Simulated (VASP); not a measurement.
# ZrB2 (P6/mmm) in VASP: notebook

The runs below take ZrB2 through single point, with LDA.

Everything below comes from runs of VASP 6.6.1. Logs are shortened: lines on timing, memory, paths and dates and some standing lists are left out, and cuts for length are marked.

## (1) The cell of the first run

It takes space group P6/mmm (No. 191, hexagonal). The conventional cell has a = 3.105 Å, b = 3.105 Å, c = 3.461 Å, α = 90.00°, β = 90.00°, γ = 120.00°. Within 3.3 Å of Zr (site symmetry 6/mmm) lie 12 B at 2.49 Å and 6 Zr at 3.11 Å. Within 2.5 Å of B (site symmetry -6m2) lie 3 B at 1.79 Å and 6 Zr at 2.49 Å.

## (2) Single point, LDA

File INCAR:

```
SYSTEM = ZrB2
PREC = Accurate
ENCUT = 520
EDIFF = 1E-6
ISMEAR = -1
SIGMA = 0.05
LREAL = .False.
LASPH = .True.
NELM = 80
ALGO = Normal
ISIF = 2
LWAVE = .False.
LCHARG = .False.
NBANDS = 16
```

File KPOINTS:

```
Automatic mesh
0
Gamma
  10 10 8
  0 0 0
```

File POSCAR:

```
ZrB2
1.0
    3.1052879646      0.0000000000      0.0000000000
   -1.5526439823      2.6892582634      0.0000000000
    0.0000000000      0.0000000000      3.4608777221
Zr B
1 2
Direct
    0.0000000000      0.0000000000      0.0000000000
    0.6666666667      0.3333333333      0.5000000000
    0.3333333333      0.6666666667      0.5000000000
```

Potentials or basis: VASP PAW LDA potentials, release 64 (Zr_sv, B).

Command:

```console
cat potpaw_LDA.64/Zr_sv/POTCAR potpaw_LDA.64/B/POTCAR > POTCAR
mpirun -np 1 vasp_std > vasp.out
```

OUTCAR:

```text
SYSTEM = ZrB2
   PREC = Accurate
   ENCUT = 520
   EDIFF = 1E-6
   ISMEAR = -1
   LREAL = .False.
   LASPH = .True.
   NELM = 80
   ISIF = 2

 ion  position               nearest neighbor table
   1  0.000  0.000  0.000-   2 2.49   3 2.49   2 2.49   3 2.49   3 2.49   3 2.49   2 2.49   2 2.49
                             2 2.49   2 2.49   3 2.49   3 2.49
   2  0.667  0.333  0.500-   3 1.79   3 1.79   3 1.79   1 2.49   1 2.49   1 2.49   1 2.49   1 2.49
                             1 2.49
   3  0.333  0.667  0.500-   2 1.79   2 1.79   2 1.79   1 2.49   1 2.49   1 2.49   1 2.49   1 2.49
                             1 2.49

  LATTYP: Found a hexagonal cell.
 ALAT       =     3.1052879646
 C/A-ratio  =     1.1145110410

  Lattice vectors:

 A1 = (   3.1052879646,   0.0000000000,   0.0000000000)
 A2 = (  -1.5526439823,   2.6892582634,   0.0000000000)
 A3 = (   0.0000000000,   0.0000000000,   3.4608777221)

Analysis of symmetry for initial positions (statically):
=====================================================================
 Subroutine PRICEL returns:
 Original cell was already a primitive cell.

 Routine SETGRP: Setting up the symmetry group for a
 hexagonal supercell.

 Subroutine GETGRP returns: Found 24 space group operations
 (whereof 24 operations were pure point group operations)
 out of a pool of 24 trial point group operations.

The static configuration has the point symmetry D_6h.

Analysis of symmetry for dynamics (positions and initial velocities):
=====================================================================
 Subroutine PRICEL returns:
 Original cell was already a primitive cell.

 Routine SETGRP: Setting up the symmetry group for a
 hexagonal supercell.

 Subroutine GETGRP returns: Found 24 space group operations
 (whereof 24 operations were pure point group operations)
 out of a pool of 24 trial point group operations.

The dynamic configuration has the point symmetry D_6h.

 Subroutine INISYM returns: Found 24 space group operations
 (whereof 24 operations are pure point group operations),
 and found     1 'primitive' translations

----------------------------------------------------------------------------------------

                                     Primitive cell

  volume of cell :      28.9015

  direct lattice vectors                    reciprocal lattice vectors
     3.105287965  0.000000000  0.000000000     0.322031326  0.185924873  0.000000000
    -1.552643982  2.689258263  0.000000000     0.000000000  0.371849745  0.000000000
     0.000000000  0.000000000  3.460877722     0.000000000  0.000000000  0.288944043

  length of vectors
     3.105287965  3.105287965  3.460877722     0.371849745  0.371849745  0.288944043

  position of ions in fractional coordinates (direct lattice)
     0.000000000  0.000000000  0.000000000
     0.666666667  0.333333333  0.500000000
     0.333333333  0.666666667  0.500000000

  ion indices of the primitive-cell ions
   primitive index   ion index
                 1           1
                 2           2
                 3           3

----------------------------------------------------------------------------------------

 KPOINTS: Automatic mesh

Automatic generation of k-mesh.
 Grid dimensions read from file:
 generate k-points for:   10   10    8

 Generating k-lattice:

  Cartesian coordinates                     Fractional coordinates (reciprocal lattice)
     0.032203133  0.018592487  0.000000000     0.100000000 -0.000000000  0.000000000
     0.000000000  0.037184975  0.000000000     0.000000000  0.100000000  0.000000000
     0.000000000  0.000000000  0.036118005     0.000000000  0.000000000  0.125000000

  Length of vectors
     0.037184975  0.037184975  0.036118005

  Shift w.r.t. Gamma in fractional coordinates (k-lattice)
     0.000000000  0.000000000  0.000000000

 Subroutine IBZKPT returns following result:
 ===========================================

 Found     70 irreducible k-points:

 Following reciprocal coordinates:
            Coordinates               Weight
  0.000000  0.000000  0.000000      1.000000
  0.100000 -0.000000  0.000000      6.000000
  0.200000 -0.000000  0.000000      6.000000
  0.300000  0.000000  0.000000      6.000000
  0.400000  0.000000  0.000000      6.000000
  0.500000 -0.000000  0.000000      3.000000
[... 16 lines left out ...]
  0.300000  0.100000  0.125000     24.000000
  0.400000  0.100000  0.125000     24.000000
 [... further k-points ...]
   k-points           NKPTS =     70   k-points in BZ     NKDIM =     70   number of bands    NBANDS=     16
   number of dos      NEDOS =    301   number of ions     NIONS =      3
   total plane-waves  NPLWV =  16128
   dimension x,y,z NGX =    24 NGY =   24 NGZ =   28
   dimension x,y,z NGXF=    48 NGYF=   48 NGZF=   56
   ions per type =               1   2
   NGX,Y,Z   is equivalent  to a cutoff of  12.85, 12.85, 13.45 a.u.
   NGXF,Y,Z  is equivalent  to a cutoff of  25.70, 25.70, 26.90 a.u.
 SYSTEM =  ZrB2
   PREC   = accura    normal or accurate (medium, high low for compatibility)
   ISTART =      0    job   : 0-new  1-cont  2-samecut
   ICHARG =      2    charge: 1-file 2-atom 10-const
   ISPIN  =      1    spin polarized calculation?
   LNONCOLLINEAR =      F non collinear calculations
   LSORBIT =      F    spin-orbit coupling
   LASPH  =      T    aspherical Exc in radial PAW
   ENCUT  =  520.0 eV  38.22 Ry    6.18 a.u.   5.77  5.77  6.43*2*pi/ulx,y,z
   NELM   =     80;   NELMIN=  2; NELMDL= -5     # of ELM steps
   EDIFF  = 0.1E-05   stopping-criterion for ELM
   LREAL  =      F    real-space projection
   EDIFFG = 0.1E-04   stopping-criterion for IOM
   NSW    =      0    number of steps for IOM
   IBRION =     -1    ionic relax: 0-MD 1-quasi-New 2-CG
   NFREE  =      0    steps in history (QN), initial steepest desc. (CG)
   ISIF   =      2    stress and relaxation
   ISYM   =      2    0-nonsym 1-usesym 2-fastsym
   POTIM  = 0.5000    time-step for ionic-motion
   TEBEG  =    0.0;   TEEND  =   0.0 temperature during run
   PSTRESS=    0.0 pullay stress
   NELECT =      18.0000    total number of electrons
   NUPDOWN=      -1.0000    fix difference up-down
   EMIN   =  10.00;   EMAX   =-10.00  energy-range for DOS
   EFERMI =   0.00;   METHOD = LEGACY
   ISMEAR =    -1;   SIGMA  =   0.05  broadening in eV -4-tet -1-fermi 0-gaus
   EFERMI_NEDOS =   21; number of points for ismear=-14 and -15
   IALGO  =     38    algorithm
   IMIX   =      4    mixing-type and parameters
     AMIX     =   0.40;   BMIX     =  1.00
     AMIX_MAG =   1.60;   BMIX_MAG =  1.00
  volume/ion in A,a.u.               =       9.63        65.01
  Fermi-wavevector in a.u.,A,eV,Ry     =   1.398059  2.641948 26.593519  1.954569
  Thomas-Fermi vector in A             =   2.521254
   LORBIT       =      0    0 simple, 1 ext, 2 COOP (PROOUT), +10 PAW based schemes
   GGA     = CA    functional components
   LHFCALC =     F    Hartree Fock is set to
   AEXX    =    0.0000 exact exchange contribution
   IVDW    =     0    specifies the selected vdW correction
   LEPSILON=     F    determine dielectric tensor
   LRPA    =     F    only Hartree local field effects (RPA)
 non-spin polarized calculation
  energy-cutoff  :      520.00
  volume of cell :       28.90
 maximum number of plane-waves:       792
 NGX is ok and might be reduce to    24
   NGX = 11   NGY = 11   NGZ = 13

 number of electron      18.0000000 magnetization

 Free energy of the ion-electron system (eV)
  ---------------------------------------------------
  ext. energy  EPLUGINS =         0.00000000
  ---------------------------------------------------
  free energy    TOTEN  =       -27.46017007 eV

  energy without entropy =      -27.45749984  energy(sigma->0) =      -27.45883496

 E-fermi :  11.0568     XC(G=0): -12.8763

 val. band max:       11.0237916977   @ k =   0.2000   0.2000   0.1250
 cond. band min:      11.2229474357   @ k =   0.1000  -0.0000   0.5000
 fundamental gap:      0.1991557380
 Fermi energy:        11.0567941814

 k-point     1 :       0.0000    0.0000    0.0000
  band No.  band energies     occupation
      1     -36.9881      2.00000
      2     -15.3651      2.00000
      3     -14.7034      2.00000
      4     -14.7034      2.00000
      5      -1.6664      2.00000
      6       8.4199      2.00000
[... 8 lines left out ...]
     15      16.5809      0.00000
     16      16.5851      0.00000

 k-point     2 :       0.1000   -0.0000    0.0000
  band No.  band energies     occupation
      1     -36.9735      2.00000
      2     -15.3442      2.00000
      3     -14.8246      2.00000
      4     -14.7295      2.00000
      5      -1.4549      2.00000
      6       7.8695      2.00000
[... 8 lines left out ...]
     15      17.4947      0.00000
     16      17.8462      0.00000

 k-point     3 :       0.2000   -0.0000    0.0000
  band No.  band energies     occupation
      1     -36.9351      2.00000
      2     -15.2889      2.00000
      3     -15.1308      2.00000
      4     -14.7969      2.00000
      5      -0.8613      2.00000
      6       6.6448      2.00000
[... 8 lines left out ...]
     15      18.3159      0.00000
     16      19.4175      0.00000

 k-point     4 :       0.3000    0.0000    0.0000
  band No.  band energies     occupation
      1     -36.8872      2.00000
      2     -15.4898      2.00000
      3     -15.2197      2.00000
      4     -14.8788      2.00000
      5       0.0249      2.00000
      6       5.2437      2.00000
[... 8 lines left out ...]
     15      19.4724      0.00000
     16      21.8623      0.00000
[... 324 lines left out ...]
 k-point    22 :       0.2000    0.1000    0.1250
  band No.  band energies     occupation
      1     -36.9001      2.00000
      2     -15.3390      2.00000
      3     -15.2991      2.00000
      4     -14.8758      2.00000
      5      -0.1389      2.00000
      6       5.8709      2.00000
[... 8 lines left out ...]
     15      18.9555      0.00000
     16      20.4654      0.00000

 k-point    23 :       0.3000    0.1000    0.1250
  band No.  band energies     occupation
      1     -36.8565      2.00000
      2     -15.6243      2.00000
      3     -15.2405      2.00000
      4     -14.9709      2.00000
      5       0.7881      2.00000
      6       4.4761      2.00000
[... 8 lines left out ...]
     15      19.3477      0.00000
     16      22.2884      0.00000

 k-point    24 :       0.4000    0.1000    0.1250
  band No.  band energies     occupation
      1     -36.8293      2.00000
      2     -15.7995      2.00000
      3     -15.1988      2.00000
      4     -15.0289      2.00000
      5       1.8886      2.00000
      6       3.1331      2.00000
[... 8 lines left out ...]
     15      20.2112      0.00000
     16      21.9330      0.00000

 [... further k-points ...]

------------------------ aborting loop because EDIFF is reached ----------------------------------------

  FORCE on cell =-STRESS in cart. coord.  units (eV):
  Direction    XX          YY          ZZ          XY          YZ          ZX
  --------------------------------------------------------------------------------------
  -------------------------------------------------------------------------------------
  Total        1.3932625      1.3932625      1.3554213      0.0000000      0.0000000     -0.0000000
  in kB       77.2365553     77.2365553     75.1387965      0.0000000      0.0000000     -0.0000000
  external PRESSURE =      76.5373024 kB  Pullay stress =       0.0000000 kB

 VOLUME and BASIS-vectors are now :
 -----------------------------------------------------------------------------
  energy-cutoff  :      520.00
  volume of cell :       28.90
      direct lattice vectors                 reciprocal lattice vectors
     3.105287965  0.000000000  0.000000000     0.322031326  0.185924873  0.000000000
    -1.552643982  2.689258263  0.000000000     0.000000000  0.371849745  0.000000000
     0.000000000  0.000000000  3.460877722     0.000000000  0.000000000  0.288944043

 POSITION                                       TOTAL-FORCE (eV/Angst)
 -----------------------------------------------------------------------------------
      0.00000      0.00000      0.00000         0.000000     -0.000000      0.000000
      1.55264      0.89642      1.73044         0.000000      0.000000      0.000000
     -0.00000      1.79284      1.73044        -0.000000     -0.000000      0.000000
 -----------------------------------------------------------------------------------
    total drift:                               -0.000000      0.000000      0.000000

  FREE ENERGIE OF THE ION-ELECTRON SYSTEM (eV)
  ---------------------------------------------------
  free  energy   TOTEN  =       -27.4601700724 eV

  energy  without entropy=      -27.4574998411  energy(sigma->0) =      -27.45883496
```

It took 23 s on 1 thread of Intel Xeon 8259CL, shared host; peak memory 0.15 GiB.

What came out:

| Quantity | Value |
| --- | --- |
| Free energy | -27.4602 eV |
| Pressure | 7.7 GPa |
| Band gap on the k mesh | zero (bands 9 and 10 overlap by 0.87 eV) |

Stress tensor (GPa, compression positive):
```
7.72 0.00 0.00
0.00 7.72 0.00
0.00 0.00 7.51
```

Levels at points of the mesh, in eV from the Fermi level:
```tsv
k point	band 7	band 8	band 9	band 10	band 11	band 12
(0.00, 0.00, 0.00)	-2.64	-2.62	-2.14	3.77	3.77	4.57
(0.50, 0.00, 0.00)	-3.99	-2.98	-2.75	2.48	2.58	5.43
(0.00, 0.00, 0.50)	-0.86	-0.86	0.45	0.45	0.92	0.92
(0.50, 0.00, 0.50)	-4.70	-4.21	-1.67	4.15	4.63	5.85
```

Caveat: the cell stands under pressure.

## (3) Single point, LDA

This run uses another cell than the first one, of 9.84 Å³/atom.

File INCAR:

```
SYSTEM = ZrB2
  PREC = Accurate
  ENCUT = 520
  EDIFF = 1E-7
  ISMEAR = -1
  SIGMA = 0.05
  LREAL = .FALSE.
  LASPH = .TRUE.
  NELM = 80
  ALGO = Normal
  ISIF = 2
  LWAVE = .FALSE.
  LCHARG = .FALSE.
  NBANDS = 16
```

File KPOINTS:

```
Automatic mesh
0
G
  10 10 8
  0 0 0
```

File POSCAR:

```
ZrB2
1.0
    3.1271569103      0.0000000000      0.0000000000
   -1.5635784551      2.7081973259      0.0000000000
    0.0000000000      0.0000000000      3.4852509034
Zr B
1 2
Direct
    0.0000000000      0.0000000000      0.0000000000
    0.6666666667      0.3333333333      0.5000000000
    0.3333333333      0.6666666667      0.5000000000
```

Potentials or basis: VASP PAW LDA potentials, release 64 (Zr_sv, B).

Command:

```console
cat potpaw_LDA.64/Zr_sv/POTCAR potpaw_LDA.64/B/POTCAR > POTCAR
mpirun -np 1 vasp_std > vasp.out
```

OUTCAR:

```text
SYSTEM = ZrB2
   PREC = Accurate
   ENCUT = 520
   EDIFF = 1E-7
   ISMEAR = -1
   LREAL = .FALSE.
   LASPH = .TRUE.
   NELM = 80
   ISIF = 2

 ion  position               nearest neighbor table
   1  0.000  0.000  0.000-   2 2.51   3 2.51   2 2.51   3 2.51   3 2.51   3 2.51   2 2.51   2 2.51
                             2 2.51   2 2.51   3 2.51   3 2.51
   2  0.667  0.333  0.500-   3 1.81   3 1.81   3 1.81   1 2.51   1 2.51   1 2.51   1 2.51   1 2.51
                             1 2.51
   3  0.333  0.667  0.500-   2 1.81   2 1.81   2 1.81   1 2.51   1 2.51   1 2.51   1 2.51   1 2.51
                             1 2.51

[... 655 lines left out ...]
  --------------------------------------------------------------------------------------
  -------------------------------------------------------------------------------------
  Total        0.3159135      0.3159135      0.3478169      0.0000000      0.0000000      0.0000000
  in kB       17.1480518     17.1480518     18.8797927      0.0000000      0.0000000      0.0000000
  external PRESSURE =      17.7252987 kB  Pullay stress =       0.0000000 kB

 VOLUME and BASIS-vectors are now :
 -----------------------------------------------------------------------------
  energy-cutoff  :      520.00
  volume of cell :       29.52
      direct lattice vectors                 reciprocal lattice vectors
     3.127156910  0.000000000  0.000000000     0.319779285  0.184624656  0.000000000
    -1.563578455  2.708197326  0.000000000     0.000000000  0.369249312  0.000000000
     0.000000000  0.000000000  3.485250903     0.000000000  0.000000000  0.286923389

 POSITION                                       TOTAL-FORCE (eV/Angst)
 -----------------------------------------------------------------------------------
      0.00000      0.00000      0.00000        -0.000000      0.000000      0.000000
      1.56358      0.90273      1.74263         0.000000      0.000000      0.000000
     -0.00000      1.80546      1.74263        -0.000000      0.000000      0.000000
 -----------------------------------------------------------------------------------
    total drift:                               -0.000000      0.000000      0.000000

  FREE ENERGIE OF THE ION-ELECTRON SYSTEM (eV)
  ---------------------------------------------------
  free  energy   TOTEN  =       -27.4785134303 eV

  energy  without entropy=      -27.4757914280  energy(sigma->0) =      -27.47715243
```

OSZICAR:

```text
N       E                     dE             d eps       ncg     rms          rms(c)
DAV:   1     0.103991754284E+03    0.10399E+03   -0.97388E+03  2240   0.113E+03
DAV:   2    -0.261376754226E+02   -0.13013E+03   -0.12468E+03  2856   0.295E+02
DAV:   3    -0.302627423879E+02   -0.41251E+01   -0.41059E+01  3432   0.459E+01
DAV:   4    -0.303313013007E+02   -0.68559E-01   -0.68544E-01  2784   0.541E+00
DAV:   5    -0.303330841379E+02   -0.17828E-02   -0.17828E-02  3288   0.599E-01    0.235E+01
DAV:   6    -0.275350284229E+02    0.27981E+01   -0.61142E+00  2880   0.168E+01    0.952E+00
DAV:   7    -0.274822928444E+02    0.52736E-01   -0.65477E-01  3104   0.504E+00    0.361E+00
DAV:   8    -0.274837556950E+02   -0.14629E-02   -0.11704E-01  2672   0.276E+00    0.379E-01
DAV:   9    -0.274788011713E+02    0.49545E-02   -0.22014E-02  2712   0.115E+00    0.185E-01
DAV:  10    -0.274785103829E+02    0.29079E-03   -0.15263E-03  2592   0.362E-01    0.462E-02
DAV:  11    -0.274785147819E+02   -0.43990E-05   -0.56279E-05  3048   0.709E-02    0.137E-02
DAV:  12    -0.274785136946E+02    0.10873E-05   -0.31777E-06  2792   0.160E-02    0.625E-03
DAV:  13    -0.274785134255E+02    0.26908E-06   -0.56193E-07  3232   0.666E-03    0.138E-03
DAV:  14    -0.274785134303E+02   -0.47903E-08   -0.28901E-08  1424   0.161E-03
   1 F= -.27478513E+02 E0= -.27477152E+02  d E =-.272200E-02
```

It took 29 s on 1 thread of Intel Xeon 8259CL, shared host; peak memory 0.15 GiB.

Results:

| Quantity | Value |
| --- | --- |
| Free energy | -27.4785 eV |
| Pressure | 1.8 GPa |
| Band gap on the k mesh | zero (bands 9 and 10 overlap by 0.85 eV) |
